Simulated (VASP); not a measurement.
# Ru (P6_3/mmc) in VASP: a series of runs

The runs below take Ru through single point, with PBE.

Everything below comes from runs of VASP 6.6.1. Logs are shortened: lines on timing, memory, paths and dates and some standing lists are left out, and cuts for length are marked.

## 1. The cell of the first run

The structure is hexagonal, space group P6_3/mmc (No. 194). Conventional cell: a = 2.856 Å, b = 2.856 Å, c = 3.842 Å, α = 90.00°, β = 90.00°, γ = 120.00°. Within 3.3 Å of Ru (site symmetry -6m2) lie 12 Ru at 2.53 to 2.86 Å.

## 2. Single point, PBE

Contents of INCAR:

```
SYSTEM = Ru
PREC = Accurate ; ENCUT = 520
EDIFF = 1E-6 ; ISMEAR = 0
SIGMA = 0.15 ; LREAL = .FALSE.
LASPH = .TRUE. ; NELM = 60
ALGO = Fast ; ISIF = 2
LWAVE = .FALSE. ; LCHARG = .FALSE.
GGA = PE ; NBANDS = 21
```

Contents of KPOINTS:

```
regular mesh
0
G
  24 24 12
  0 0 0
```

Contents of POSCAR:

```
Ru
1.0
    2.8564235852      0.0000000000      0.0000000000
   -1.4282117926      2.4737353888      0.0000000000
    0.0000000000      0.0000000000      3.8422221469
Ru
2
Direct
    0.3333333333      0.6666666667      0.2500000000
    0.6666666667      0.3333333333      0.7500000000
```

Potentials or basis: VASP PAW PBE potentials, release 64 (Ru_pv).

On the command line:

```bash
$ cat potpaw_PBE.64/Ru_pv/POTCAR > POTCAR
$ mpirun -np 1 vasp_std > vasp.out
```

OUTCAR:

```text
SYSTEM = Ru
   PREC = Accurate
   ENCUT = 520
   EDIFF = 1E-6
   ISMEAR = 0
   LREAL = .FALSE.
   LASPH = .TRUE.
   NELM = 60
   ISIF = 2
   GGA = PE

 ion  position               nearest neighbor table
   1  0.333  0.667  0.250-   2 2.53   2 2.53   2 2.53   2 2.53   2 2.53   2 2.53
   2  0.667  0.333  0.750-   1 2.53   1 2.53   1 2.53   1 2.53   1 2.53   1 2.53

  LATTYP: Found a hexagonal cell.
 ALAT       =     2.8564235852
 C/A-ratio  =     1.3451163780

  Lattice vectors:

 A1 = (   2.8564235852,   0.0000000000,   0.0000000000)
 A2 = (  -1.4282117926,   2.4737353888,   0.0000000000)
 A3 = (   0.0000000000,   0.0000000000,   3.8422221469)

Analysis of symmetry for initial positions (statically):
=====================================================================
 Subroutine PRICEL returns:
 Original cell was already a primitive cell.

 Routine SETGRP: Setting up the symmetry group for a
 hexagonal supercell.

 Subroutine GETGRP returns: Found 24 space group operations
 (whereof 12 operations were pure point group operations)
 out of a pool of 24 trial point group operations.

The static configuration has the point symmetry D_3d.
 The point group associated with its full space group is D_6h.

Analysis of symmetry for dynamics (positions and initial velocities):
=====================================================================
 Subroutine PRICEL returns:
 Original cell was already a primitive cell.

 Routine SETGRP: Setting up the symmetry group for a
 hexagonal supercell.

 Subroutine GETGRP returns: Found 24 space group operations
 (whereof 12 operations were pure point group operations)
 out of a pool of 24 trial point group operations.

The dynamic configuration has the point symmetry D_3d.
 The point group associated with its full space group is D_6h.

 Subroutine INISYM returns: Found 24 space group operations
 (whereof 12 operations are pure point group operations),
 and found     1 'primitive' translations

----------------------------------------------------------------------------------------

                                     Primitive cell

  volume of cell :      27.1493

  direct lattice vectors                    reciprocal lattice vectors
     2.856423585  0.000000000  0.000000000     0.350088133  0.202123478  0.000000000
    -1.428211793  2.473735389  0.000000000     0.000000000  0.404246956  0.000000000
     0.000000000  0.000000000  3.842222147     0.000000000  0.000000000  0.260266055

  length of vectors
     2.856423585  2.856423585  3.842222147     0.404246956  0.404246956  0.260266055

  position of ions in fractional coordinates (direct lattice)
     0.333333333  0.666666667  0.250000000
     0.666666667  0.333333333  0.750000000

  ion indices of the primitive-cell ions
   primitive index   ion index
                 1           1
                 2           2

----------------------------------------------------------------------------------------

 KPOINTS: regular mesh

Automatic generation of k-mesh.
 Grid dimensions read from file:
 generate k-points for:   24   24   12

 Generating k-lattice:

  Cartesian coordinates                     Fractional coordinates (reciprocal lattice)
     0.014587006  0.008421812  0.000000000     0.041666667  0.000000000  0.000000000
     0.000000000  0.016843623  0.000000000     0.000000000  0.041666667  0.000000000
     0.000000000  0.000000000  0.021688838     0.000000000  0.000000000  0.083333333

  Length of vectors
     0.016843623  0.016843623  0.021688838

  Shift w.r.t. Gamma in fractional coordinates (k-lattice)
     0.000000000  0.000000000  0.000000000

 Subroutine IBZKPT returns following result:
 ===========================================

 Found    427 irreducible k-points:

 Following reciprocal coordinates:
            Coordinates               Weight
  0.000000  0.000000  0.000000      1.000000
  0.041667  0.000000  0.000000      6.000000
  0.083333  0.000000  0.000000      6.000000
  0.125000  0.000000  0.000000      6.000000
  0.166667  0.000000  0.000000      6.000000
  0.208333  0.000000  0.000000      6.000000
[... 16 lines left out ...]
  0.416667  0.041667  0.000000     12.000000
  0.458333  0.041667  0.000000     12.000000
 [... further k-points ...]
   k-points           NKPTS =    427   k-points in BZ     NKDIM =    427   number of bands    NBANDS=     21
   number of dos      NEDOS =    301   number of ions     NIONS =      2
   total plane-waves  NPLWV =  17280
   dimension x,y,z NGX =    24 NGY =   24 NGZ =   30
   dimension x,y,z NGXF=    48 NGYF=   48 NGZF=   60
   ions per type =               2
   NGX,Y,Z   is equivalent  to a cutoff of  13.97, 13.97, 12.98 a.u.
   NGXF,Y,Z  is equivalent  to a cutoff of  27.94, 27.94, 25.96 a.u.
 SYSTEM =  Ru
   PREC   = accura    normal or accurate (medium, high low for compatibility)
   ISTART =      0    job   : 0-new  1-cont  2-samecut
   ICHARG =      2    charge: 1-file 2-atom 10-const
   ISPIN  =      1    spin polarized calculation?
   LNONCOLLINEAR =      F non collinear calculations
   LSORBIT =      F    spin-orbit coupling
   LASPH  =      T    aspherical Exc in radial PAW
   ENCUT  =  520.0 eV  38.22 Ry    6.18 a.u.   5.31  5.31  7.14*2*pi/ulx,y,z
   NELM   =     60;   NELMIN=  2; NELMDL= -5     # of ELM steps
   EDIFF  = 0.1E-05   stopping-criterion for ELM
   LREAL  =      F    real-space projection
   EDIFFG = 0.1E-04   stopping-criterion for IOM
   NSW    =      0    number of steps for IOM
   IBRION =     -1    ionic relax: 0-MD 1-quasi-New 2-CG
   NFREE  =      0    steps in history (QN), initial steepest desc. (CG)
   ISIF   =      2    stress and relaxation
   ISYM   =      2    0-nonsym 1-usesym 2-fastsym
   POTIM  = 0.5000    time-step for ionic-motion
   TEBEG  =    0.0;   TEEND  =   0.0 temperature during run
   PSTRESS=    0.0 pullay stress
   NELECT =      28.0000    total number of electrons
   NUPDOWN=      -1.0000    fix difference up-down
   EMIN   =  10.00;   EMAX   =-10.00  energy-range for DOS
   EFERMI =   0.00;   METHOD = LEGACY
   ISMEAR =     0;   SIGMA  =   0.15  broadening in eV -4-tet -1-fermi 0-gaus
   EFERMI_NEDOS =   21; number of points for ismear=-14 and -15
   IALGO  =     68    algorithm
   IMIX   =      4    mixing-type and parameters
     AMIX     =   0.40;   BMIX     =  1.00
     AMIX_MAG =   1.60;   BMIX_MAG =  1.00
  volume/ion in A,a.u.               =      13.57        91.61
  Fermi-wavevector in a.u.,A,eV,Ry     =   1.654022  3.125649 37.222686  2.735790
  Thomas-Fermi vector in A             =   2.742361
   LORBIT       =      0    0 simple, 1 ext, 2 COOP (PROOUT), +10 PAW based schemes
   GGA     = PE    functional components
   LHFCALC =     F    Hartree Fock is set to
   AEXX    =    0.0000 exact exchange contribution
   IVDW    =     0    specifies the selected vdW correction
   LEPSILON=     F    determine dielectric tensor
   LRPA    =     F    only Hartree local field effects (RPA)
 non-spin polarized calculation
 RMM-DIIS sequential band-by-band and
 Gauss-broadening in eV      SIGMA  =   0.15
  energy-cutoff  :      520.00
  volume of cell :       27.15
 maximum number of plane-waves:       748
 NGX is ok and might be reduce to    24
   NGX = 11   NGY = 11   NGZ = 15

 number of electron      28.0000010 magnetization

 Free energy of the ion-electron system (eV)
  ---------------------------------------------------
  ext. energy  EPLUGINS =         0.00000000
  ---------------------------------------------------
  free energy    TOTEN  =       -17.87531818 eV

  energy without entropy =      -17.85830384  energy(sigma->0) =      -17.86681101

 E-fermi :  12.9392     XC(G=0): -14.0871

 val. band max:       12.9376184436   @ k =   0.0833   0.0417   0.0000
 cond. band min:      12.9398795785   @ k =   0.2083   0.0000   0.0000
 fundamental gap:      0.0022611349
 Fermi energy:        12.9391689369

 k-point     1 :       0.0000    0.0000    0.0000
  band No.  band energies     occupation
      1     -31.0075      2.00000
      2     -30.0451      2.00000
      3     -30.0451      2.00000
      4     -29.6816      2.00000
      5     -29.6816      2.00000
      6     -29.5193      2.00000
[... 13 lines left out ...]
     20      25.4094      0.00000
     21      27.1497      0.00000

 k-point     2 :       0.0417    0.0000    0.0000
  band No.  band energies     occupation
      1     -31.0012      2.00000
      2     -30.0521      2.00000
      3     -30.0489      2.00000
      4     -29.6900      2.00000
      5     -29.6813      2.00000
      6     -29.5243      2.00000
[... 13 lines left out ...]
     20      23.3649      0.00000
     21      25.4210      0.00000

 k-point     3 :       0.0833    0.0000    0.0000
  band No.  band energies     occupation
      1     -30.9825      2.00000
      2     -30.0726      2.00000
      3     -30.0602      2.00000
      4     -29.7146      2.00000
      5     -29.6806      2.00000
      6     -29.5393      2.00000
[... 13 lines left out ...]
     20      23.3651      0.00000
     21      25.4197      0.00000

 k-point     4 :       0.1250    0.0000    0.0000
  band No.  band energies     occupation
      1     -30.9520      2.00000
      2     -30.1054      2.00000
      3     -30.0776      2.00000
      4     -29.7533      2.00000
      5     -29.6799      2.00000
      6     -29.5641      2.00000
[... 13 lines left out ...]
     20      23.3648      0.00000
     21      25.4030      0.00000

 k-point     5 :       0.1667    0.0000    0.0000
  band No.  band energies     occupation
      1     -30.9104      2.00000
      2     -30.1484      2.00000
      3     -30.0997      2.00000
      4     -29.8030      2.00000
      5     -29.6796      2.00000
      6     -29.5982      2.00000
[... 13 lines left out ...]
     20      23.3648      0.00000
     21      25.3578      0.00000
[... 382 lines left out ...]
     20      24.8519      0.00000
     21      25.5954      0.00000

 k-point    22 :       0.3750    0.0417    0.0000
  band No.  band energies     occupation
      1     -30.5598      2.00000
      2     -30.4252      2.00000
      3     -30.2299      2.00000
      4     -30.0907      2.00000
      5     -29.9013      2.00000
      6     -29.6934      2.00000
[... 13 lines left out ...]
     20      24.8272      0.00000
     21      25.3981      0.00000

 k-point    23 :       0.4167    0.0417    0.0000
  band No.  band energies     occupation
      1     -30.5045      2.00000
      2     -30.4540      2.00000
      3     -30.2397      2.00000
      4     -30.1193      2.00000
      5     -29.9518      2.00000
      6     -29.6952      2.00000
[... 13 lines left out ...]
     20      24.2626      0.00000
     21      24.6833      0.00000

 k-point    24 :       0.4583    0.0417    0.0000
  band No.  band energies     occupation
      1     -30.4714      2.00000
      2     -30.4690      2.00000
      3     -30.2445      2.00000
      4     -30.1343      2.00000
      5     -29.9824      2.00000
      6     -29.6961      2.00000
[... 13 lines left out ...]
     20      23.9615      0.00000
     21      24.6486      0.00000

 [... further k-points ...]

------------------------ aborting loop because EDIFF is reached ----------------------------------------

  FORCE on cell =-STRESS in cart. coord.  units (eV):
  Direction    XX          YY          ZZ          XY          YZ          ZX
  --------------------------------------------------------------------------------------
  -------------------------------------------------------------------------------------
  Total       -0.7786149     -0.7786149      9.2718041     -0.0000000      0.0000000      0.0000000
  in kB      -45.9488847    -45.9488847    547.1627272     -0.0000000      0.0000000      0.0000000
  external PRESSURE =     151.7549860 kB  Pullay stress =       0.0000000 kB

 VOLUME and BASIS-vectors are now :
 -----------------------------------------------------------------------------
  energy-cutoff  :      520.00
  volume of cell :       27.15
      direct lattice vectors                 reciprocal lattice vectors
     2.856423585  0.000000000  0.000000000     0.350088133  0.202123478  0.000000000
    -1.428211793  2.473735389  0.000000000     0.000000000  0.404246956  0.000000000
     0.000000000  0.000000000  3.842222147     0.000000000  0.000000000  0.260266055

 POSITION                                       TOTAL-FORCE (eV/Angst)
 -----------------------------------------------------------------------------------
     -0.00000      1.64916      0.96056         0.000000     -0.000000      0.000000
      1.42821      0.82458      2.88167        -0.000000      0.000000      0.000000
 -----------------------------------------------------------------------------------
    total drift:                               -0.000000      0.000000     -0.000000

  FREE ENERGIE OF THE ION-ELECTRON SYSTEM (eV)
  ---------------------------------------------------
  free  energy   TOTEN  =       -17.8753181829 eV

  energy  without entropy=      -17.8583038423  energy(sigma->0) =      -17.86681101
```

It took 2.4 min on 1 thread of AMD EPYC 9R45 (Zen 5), shared host; peak memory 0.26 GiB.

Results:

```
Free energy            : -17.8753 eV
Pressure               : 15.2 GPa
Band gap on the k mesh : zero (band 14 reaches 14.32 eV, above the bottom of band 15 at 11.68 eV)
```

Stress tensor (GPa, compression positive):
```
-4.59  0.00  0.00
 0.00 -4.59  0.00
 0.00  0.00 54.72
```

Levels at points of the mesh, in eV from the Fermi level:
| k point | band 12 | band 13 | band 14 | band 15 | band 16 | band 17 |
| --- | --- | --- | --- | --- | --- | --- |
| (0.00, 0.00, 0.00) | -2.65 | -1.81 | -1.81 | -1.01 | 1.13 | 1.13 |
| (0.50, 0.00, 0.00) | -1.20 | -0.64 | 0.34 | 1.24 | 2.53 | 3.41 |
| (0.00, 0.00, 0.50) | -3.60 | -1.83 | -1.83 | 0.85 | 0.85 | 0.85 |
| (0.50, 0.00, 0.50) | -1.77 | 0.21 | 0.21 | 0.99 | 0.99 | 3.03 |

[end of part 1 of 2]
